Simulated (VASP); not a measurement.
# MgO (Pm-3n) in VASP: single point with PBE

Aim: the single point of MgO with PBE.

Program: VASP 6.6.1. These are calculated values, not measurements. Logs are shortened: lines on timing, memory, paths and dates and some standing lists are left out, and cuts for length are marked.

## 1. The cell of the first run

The structure is cubic, space group Pm-3n (No. 223). Conventional cell: a = 5.634 Å, b = 5.634 Å, c = 5.634 Å, α = 90.00°, β = 90.00°, γ = 90.00°. Within 2.6 Å of Mg (site symmetry -4m2) lie 4 O at 1.99 Å. Within 2.6 Å of O (site symmetry -4m2) lie 4 Mg at 1.99 Å.

## 2. Single point, PBE

File INCAR:

```
SYSTEM = MgO
ALGO     = Normal         ! electronic algorithm
EDIFF    = 1E-6           ! SCF threshold, eV
ENCUT    = 520            ! plane-wave cutoff, eV
GGA      = PE             ! functional
ISIF     = 2              ! what is computed and relaxed
ISMEAR   = 0              ! smearing method
LASPH    = .TRUE.         ! aspherical terms in the spheres
LCHARG   = .FALSE.        ! write CHGCAR
LREAL    = .FALSE.        ! projectors in reciprocal space
LWAVE    = .FALSE.        ! write WAVECAR
NBANDS   = 36             ! bands
NELM     = 60             ! most SCF steps
PREC     = Accurate       ! precision mode
SIGMA    = 0.02           ! smearing width, eV
```

File KPOINTS:

```
k-points
0
G
  4 4 4
  0 0 0
```

File POSCAR:

```
MgO
1.0
    5.6337039650      0.0000000000      0.0000000000
    0.0000000000      5.6337039650      0.0000000000
    0.0000000000      0.0000000000      5.6337039650
Mg O
6 6
Direct
    0.2500000000      0.0000000000      0.5000000000
    0.0000000000      0.5000000000      0.2500000000
    0.5000000000      0.7500000000      0.0000000000
    0.7500000000      0.0000000000      0.5000000000
    0.0000000000      0.5000000000      0.7500000000
    0.5000000000      0.2500000000      0.0000000000
    0.2500000000      0.5000000000      0.0000000000
    0.5000000000      0.0000000000      0.2500000000
    0.0000000000      0.7500000000      0.5000000000
    0.7500000000      0.5000000000      0.0000000000
    0.5000000000      0.0000000000      0.7500000000
    0.0000000000      0.2500000000      0.5000000000
```

Potentials or basis: VASP PAW PBE potentials, release 64 (Mg, O).

Command:

```sh
$ cat potpaw_PBE.64/Mg/POTCAR potpaw_PBE.64/O/POTCAR > POTCAR
$ mpirun -np 1 vasp_std > vasp.out
```

OUTCAR:

```text
SYSTEM = MgO
   EDIFF = 1E-6
   ENCUT = 520
   GGA = PE
   ISIF = 2
   ISMEAR = 0
   LASPH = .TRUE.
   LREAL = .FALSE.
   NELM = 60
   PREC = Accurate

 ion  position               nearest neighbor table
   1  0.250  0.000  0.500-   8 1.99   9 1.99  11 1.99  12 1.99   4 2.82   4 2.82   2 3.45   5 3.45
                             6 3.45   3 3.45   6 3.45   2 3.45   5 3.45   3 3.45
   2  0.000  0.500  0.250-   7 1.99   9 1.99  10 1.99  12 1.99   5 2.82   5 2.82   4 3.45   1 3.45
                             6 3.45   3 3.45   1 3.45   4 3.45   3 3.45   6 3.45
   3  0.500  0.750  0.000-   7 1.99   8 1.99  10 1.99  11 1.99   6 2.82   6 2.82   4 3.45   5 3.45
                             1 3.45   1 3.45   4 3.45   2 3.45   2 3.45   5 3.45
   4  0.750  0.000  0.500-   8 1.99   9 1.99  11 1.99  12 1.99   1 2.82   1 2.82   3 3.45   5 3.45
                             6 3.45   3 3.45   6 3.45   2 3.45   5 3.45   2 3.45
   5  0.000  0.500  0.750-   7 1.99   9 1.99  10 1.99  12 1.99   2 2.82   2 2.82   3 3.45   4 3.45
                             6 3.45   1 3.45   1 3.45   4 3.45   3 3.45   6 3.45
   6  0.500  0.250  0.000-   7 1.99   8 1.99  10 1.99  11 1.99   3 2.82   3 2.82   1 3.45   4 3.45
                             5 3.45   1 3.45   4 3.45   2 3.45   2 3.45   5 3.45
   7  0.250  0.500  0.000-   2 1.99   3 1.99   5 1.99   6 1.99
   8  0.500  0.000  0.250-   1 1.99   3 1.99   4 1.99   6 1.99
   9  0.000  0.750  0.500-   1 1.99   2 1.99   4 1.99   5 1.99
  10  0.750  0.500  0.000-   2 1.99   3 1.99   5 1.99   6 1.99
  11  0.500  0.000  0.750-   1 1.99   3 1.99   4 1.99   6 1.99
  12  0.000  0.250  0.500-   1 1.99   2 1.99   4 1.99   5 1.99

  LATTYP: Found a simple cubic cell.
 ALAT       =     5.6337039650

  Lattice vectors:

 A1 = (   5.6337039650,   0.0000000000,   0.0000000000)
 A2 = (   0.0000000000,   5.6337039650,   0.0000000000)
 A3 = (   0.0000000000,   0.0000000000,   5.6337039650)

Analysis of symmetry for initial positions (statically):
=====================================================================
 Subroutine PRICEL returns:
 Original cell was already a primitive cell.

 Routine SETGRP: Setting up the symmetry group for a
 simple cubic supercell.

 Subroutine GETGRP returns: Found 48 space group operations
 (whereof 24 operations were pure point group operations)
 out of a pool of 48 trial point group operations.

The static configuration has the point symmetry T_h .
 The point group associated with its full space group is O_h .

Analysis of symmetry for dynamics (positions and initial velocities):
=====================================================================
 Subroutine PRICEL returns:
 Original cell was already a primitive cell.

 Routine SETGRP: Setting up the symmetry group for a
 simple cubic supercell.

 Subroutine GETGRP returns: Found 48 space group operations
 (whereof 24 operations were pure point group operations)
 out of a pool of 48 trial point group operations.

The dynamic configuration has the point symmetry T_h .
 The point group associated with its full space group is O_h .

 Subroutine INISYM returns: Found 48 space group operations
 (whereof 24 operations are pure point group operations),
 and found     1 'primitive' translations

----------------------------------------------------------------------------------------

                                     Primitive cell

  volume of cell :     178.8060

  direct lattice vectors                    reciprocal lattice vectors
     5.633703965  0.000000000  0.000000000     0.177503115  0.000000000  0.000000000
     0.000000000  5.633703965  0.000000000     0.000000000  0.177503115  0.000000000
     0.000000000  0.000000000  5.633703965     0.000000000  0.000000000  0.177503115

  length of vectors
     5.633703965  5.633703965  5.633703965     0.177503115  0.177503115  0.177503115

  position of ions in fractional coordinates (direct lattice)
     0.250000000  0.000000000  0.500000000
     0.000000000  0.500000000  0.250000000
     0.500000000  0.750000000  0.000000000
     0.750000000  0.000000000  0.500000000
     0.000000000  0.500000000  0.750000000
     0.500000000  0.250000000  0.000000000
     0.250000000  0.500000000  0.000000000
     0.500000000  0.000000000  0.250000000
     0.000000000  0.750000000  0.500000000
     0.750000000  0.500000000  0.000000000
[... 30 lines left out ...]
     0.000000000  0.044375779  0.000000000     0.000000000  0.250000000  0.000000000
     0.000000000  0.000000000  0.044375779     0.000000000  0.000000000  0.250000000

  Length of vectors
     0.044375779  0.044375779  0.044375779

  Shift w.r.t. Gamma in fractional coordinates (k-lattice)
     0.000000000  0.000000000  0.000000000

 Subroutine IBZKPT returns following result:
 ===========================================

 Found     10 irreducible k-points:

 Following reciprocal coordinates:
            Coordinates               Weight
  0.000000  0.000000  0.000000      1.000000
  0.250000  0.000000  0.000000      6.000000
  0.500000  0.000000  0.000000      3.000000
  0.250000  0.250000  0.000000     12.000000
  0.500000  0.250000  0.000000     12.000000
  0.500000  0.500000  0.000000      3.000000
  0.250000  0.250000  0.250000      8.000000
  0.500000  0.250000  0.250000     12.000000
  0.500000  0.500000  0.250000      6.000000
  0.500000  0.500000  0.500000      1.000000
   k-points           NKPTS =     10   k-points in BZ     NKDIM =     10   number of bands    NBANDS=     36
   number of dos      NEDOS =    301   number of ions     NIONS =     12
   total plane-waves  NPLWV =  74088
   dimension x,y,z NGX =    42 NGY =   42 NGZ =   42
   dimension x,y,z NGXF=    84 NGYF=   84 NGZF=   84
   ions per type =               6   6
   NGX,Y,Z   is equivalent  to a cutoff of  12.39, 12.39, 12.39 a.u.
   NGXF,Y,Z  is equivalent  to a cutoff of  24.79, 24.79, 24.79 a.u.
 SYSTEM =  MgO
   PREC   = accura    normal or accurate (medium, high low for compatibility)
   ISTART =      0    job   : 0-new  1-cont  2-samecut
   ICHARG =      2    charge: 1-file 2-atom 10-const
   ISPIN  =      1    spin polarized calculation?
   LNONCOLLINEAR =      F non collinear calculations
   LSORBIT =      F    spin-orbit coupling
   LASPH  =      T    aspherical Exc in radial PAW
   ENCUT  =  520.0 eV  38.22 Ry    6.18 a.u.  10.47 10.47 10.47*2*pi/ulx,y,z
   NELM   =     60;   NELMIN=  2; NELMDL= -5     # of ELM steps
   EDIFF  = 0.1E-05   stopping-criterion for ELM
   LREAL  =      F    real-space projection
   EDIFFG = 0.1E-04   stopping-criterion for IOM
   NSW    =      0    number of steps for IOM
   IBRION =     -1    ionic relax: 0-MD 1-quasi-New 2-CG
   NFREE  =      0    steps in history (QN), initial steepest desc. (CG)
   ISIF   =      2    stress and relaxation
   ISYM   =      2    0-nonsym 1-usesym 2-fastsym
   POTIM  = 0.5000    time-step for ionic-motion
   TEBEG  =    0.0;   TEEND  =   0.0 temperature during run
   PSTRESS=    0.0 pullay stress
   NELECT =      48.0000    total number of electrons
   NUPDOWN=      -1.0000    fix difference up-down
   EMIN   =  10.00;   EMAX   =-10.00  energy-range for DOS
   EFERMI =   0.00;   METHOD = LEGACY
   ISMEAR =     0;   SIGMA  =   0.02  broadening in eV -4-tet -1-fermi 0-gaus
   EFERMI_NEDOS =   21; number of points for ismear=-14 and -15
   IALGO  =     38    algorithm
   IMIX   =      4    mixing-type and parameters
     AMIX     =   0.40;   BMIX     =  1.00
     AMIX_MAG =   1.60;   BMIX_MAG =  1.00
  volume/ion in A,a.u.               =      14.90       100.55
  Fermi-wavevector in a.u.,A,eV,Ry     =   1.056074  1.995691 15.174487  1.115293
  Thomas-Fermi vector in A             =   2.191297
   LORBIT       =      0    0 simple, 1 ext, 2 COOP (PROOUT), +10 PAW based schemes
   GGA     = PE    functional components
   LHFCALC =     F    Hartree Fock is set to
   AEXX    =    0.0000 exact exchange contribution
   IVDW    =     0    specifies the selected vdW correction
   LEPSILON=     F    determine dielectric tensor
   LRPA    =     F    only Hartree local field effects (RPA)
 non-spin polarized calculation
 Gauss-broadening in eV      SIGMA  =   0.02
  energy-cutoff  :      520.00
  volume of cell :      178.81
 maximum number of plane-waves:      4842
 NGX is ok and might be reduce to    42
   NGX = 21   NGY = 21   NGZ = 21

 number of electron      47.9999958 magnetization

 Free energy of the ion-electron system (eV)
  ---------------------------------------------------
  ext. energy  EPLUGINS =         0.00000000
  ---------------------------------------------------
  free energy    TOTEN  =       -69.84759801 eV

  energy without entropy =      -69.84759801  energy(sigma->0) =      -69.84759801

 E-fermi :  -0.0022     XC(G=0):  -8.3960

 val. band max:       -0.1586963647   @ k =   0.0000   0.0000   0.0000
 cond. band min:       2.7365579715   @ k =   0.0000   0.0000   0.0000
 fundamental gap:      2.8952543361
 Fermi energy:        -0.0022498319

 k-point     1 :       0.0000    0.0000    0.0000
  band No.  band energies     occupation
      1     -16.2061      2.00000
      2     -15.7907      2.00000
      3     -15.7907      2.00000
      4     -15.3640      2.00000
      5     -15.3640      2.00000
      6     -15.3640      2.00000
[... 379 lines left out ...]
     35      11.8545      0.00000
     36      11.8545      0.00000

------------------------ aborting loop because EDIFF is reached ----------------------------------------

  FORCE on cell =-STRESS in cart. coord.  units (eV):
  Direction    XX          YY          ZZ          XY          YZ          ZX
  --------------------------------------------------------------------------------------
  -------------------------------------------------------------------------------------
  Total       -0.3753921     -0.3753921     -0.3753921      0.0000000      0.0000000      0.0000000
  in kB       -3.3636724     -3.3636724     -3.3636724      0.0000000      0.0000000      0.0000000
  external PRESSURE =      -3.3636724 kB  Pullay stress =       0.0000000 kB

 VOLUME and BASIS-vectors are now :
 -----------------------------------------------------------------------------
  energy-cutoff  :      520.00
  volume of cell :      178.81
      direct lattice vectors                 reciprocal lattice vectors
     5.633703965  0.000000000  0.000000000     0.177503115  0.000000000  0.000000000
     0.000000000  5.633703965  0.000000000     0.000000000  0.177503115  0.000000000
     0.000000000  0.000000000  5.633703965     0.000000000  0.000000000  0.177503115

 POSITION                                       TOTAL-FORCE (eV/Angst)
 -----------------------------------------------------------------------------------
      1.40843      0.00000      2.81685        -0.000000      0.000000     -0.000000
      0.00000      2.81685      1.40843         0.000000      0.000000      0.000000
      2.81685      4.22528      0.00000         0.000000     -0.000000      0.000000
      4.22528      0.00000      2.81685         0.000000      0.000000      0.000000
      0.00000      2.81685      4.22528         0.000000      0.000000     -0.000000
      2.81685      1.40843      0.00000         0.000000      0.000000     -0.000000
      1.40843      2.81685      0.00000         0.000000      0.000000      0.000000
      2.81685      0.00000      1.40843        -0.000000     -0.000000     -0.000000
      0.00000      4.22528      2.81685         0.000000     -0.000000     -0.000000
      4.22528      2.81685      0.00000        -0.000000     -0.000000     -0.000000
      2.81685      0.00000      4.22528        -0.000000     -0.000000      0.000000
      0.00000      1.40843      2.81685        -0.000000      0.000000      0.000000
 -----------------------------------------------------------------------------------
    total drift:                                0.000000      0.000000     -0.000000

  FREE ENERGIE OF THE ION-ELECTRON SYSTEM (eV)
  ---------------------------------------------------
  free  energy   TOTEN  =       -69.8475980147 eV

  energy  without entropy=      -69.8475980147  energy(sigma->0) =      -69.84759801
```

Run time: 68 s. Hardware: 1 thread of Intel Xeon Platinum 8259CL at 2.50GHz (Skylake/Cascade Lake), shared host; peak memory 0.26 GiB.

What came out:

| Quantity | Value |
| --- | --- |
| Free energy | -69.8476 eV |
| Pressure | -0.3 GPa |
| Band gap on the k mesh | 2.90 eV, direct |

As with any semilocal functional, this PBE gap is likely too small.
